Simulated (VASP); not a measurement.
Write the native input for VASP 6.6.1 that does the following.

```yaml
Task: single point
Functional: PBEsol
Potentials_or_basis: VASP PAW PBE potentials, release 64 (Br, K_sv)
Cutoff: 520 eV
k_mesh: 5 × 5 × 5
Occupations: fermi-dirac, width 0.05 eV
Spin: no spin polarisation
Dipole_correction: no
Further_INCAR_settings: ALGO = Normal; EDIFF = 1e-07; NBANDS = 15
```

The structure of KBr lies in POSCAR:

```
KBr
1.0
    0.0000000000      3.3000000000      3.3000000000
    3.3000000000      0.0000000000      3.3000000000
    3.3000000000      3.3000000000      0.0000000000
Br K
1 1
Direct
    0.5000000000      0.5000000000      0.5000000000
    0.0000000000      0.0000000000      0.0000000000
```

The input as run:

INCAR

```
PREC = Accurate
ENCUT = 520
EDIFF = 1E-7
ISMEAR = -1
SIGMA = 0.05
LREAL = F
LASPH = T
NELM = 60
ALGO = Normal
ISIF = 2
LWAVE = F
LCHARG = F
GGA = PS
NBANDS = 15
```

KPOINTS

```
regular mesh
0
Gamma
  5 5 5
```

Potentials or basis: VASP PAW PBE potentials, release 64 (Br, K_sv).

Run with:

```sh
$ cat potpaw_PBE.64/Br/POTCAR potpaw_PBE.64/K_sv/POTCAR > POTCAR
$ mpirun -np 1 vasp_std > vasp.out
```

Results of the run:

```
Pressure               : -0.3 GPa
Band gap on the k mesh : 4.28 eV, direct
```

Caveat: the PAW data sets were made with another functional, which shifts forces and pressure a little.

Run time: 12 s on 1 thread of AMD EPYC 9R45 96-Core Processor (Zen 5) (shared host), peak memory 0.17 GiB.
